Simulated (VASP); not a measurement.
Input of a VASP 6.6.1 run:

Contents of INCAR:

```
SYSTEM = Ga
PREC = Accurate
ENCUT = 520
EDIFF = 1E-7
ISMEAR = -1
SIGMA = 0.1
LREAL = .FALSE.
LASPH = .TRUE.
NELM = 100
ALGO = Normal
ISIF = 2
LWAVE = .FALSE.
LCHARG = .FALSE.
GGA = PE
NBANDS = 20
```

The input KPOINTS:

```
Automatic mesh
0
G
  17 17 17
  0 0 0
```

The input POSCAR:

```
Ga
1.0
   -2.3686077263      2.3686077263      1.2423380313
    2.3686077263     -2.3686077263      1.2423380313
    2.3686077263      2.3686077263     -1.2423380313
Ga
2
Direct
   -0.3750000000     -0.1250000000     -0.2500000000
    0.3750000000      0.1250000000      0.2500000000
```

Potentials or basis: VASP PAW PBE potentials, release 64 (Ga_d).

Launch:

```sh
$ cat potpaw_PBE.64/Ga_d/POTCAR > POTCAR
$ mpirun -np 1 vasp_std > vasp.out
```

**Question.** What does it give for the band gap on the k mesh?

**Answer.** Zero (band 13 reaches 12.03 eV, above the bottom of band 14 at 2.63 eV).

**Question.** Estimate the pressure.

**Answer.** 39.4 GPa.
